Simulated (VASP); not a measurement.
A run of VASP 6.6.1:

Contents of INCAR:

```
SYSTEM = Cu
PREC     = Accurate       ! precision mode
ENCUT    = 600            ! plane-wave cutoff, eV
EDIFF    = 1E-6           ! SCF threshold, eV
ISMEAR   = -1             ! smearing method
SIGMA    = 0.05           ! smearing width, eV
LREAL    = .FALSE.        ! projectors in reciprocal space
LASPH    = .TRUE.         ! aspherical terms in the spheres
NELM     = 120            ! most SCF steps
ALGO     = Normal         ! electronic algorithm
ISIF     = 2              ! what is computed and relaxed
LWAVE    = .FALSE.        ! write WAVECAR
LCHARG   = .FALSE.        ! write CHGCAR
NBANDS   = 12             ! bands
GGA_COMPAT= .FALSE.
```

Contents of KPOINTS:

```
regular mesh
0
G
  13 13 13
  0 0 0
```

File POSCAR:

```
Cu
1.0
    0.0000000000      1.8312856224      1.8312856224
    1.8312856224      0.0000000000      1.8312856224
    1.8312856224      1.8312856224      0.0000000000
Cu
1
Direct
    0.0000000000      0.0000000000      0.0000000000
```

Potentials or basis: VASP PAW LDA potentials, release 64 (Cu).

Command:

```bash
$ cat potpaw_LDA.64/Cu/POTCAR > POTCAR
$ mpirun -np 1 vasp_std > vasp.out
```

Hardware: 1 thread of Intel(R) Xeon(R) Platinum 8488C (Sapphire Rapids), with other jobs on the host.

Question: How long does it take, and how much memory?

Answer: Run time: 11 s on 1 thread of Intel(R) Xeon(R) Platinum 8488C (Sapphire Rapids), with other jobs on the host, peak memory 0.13 GiB. Counts: scf iterations 12, k points 84.
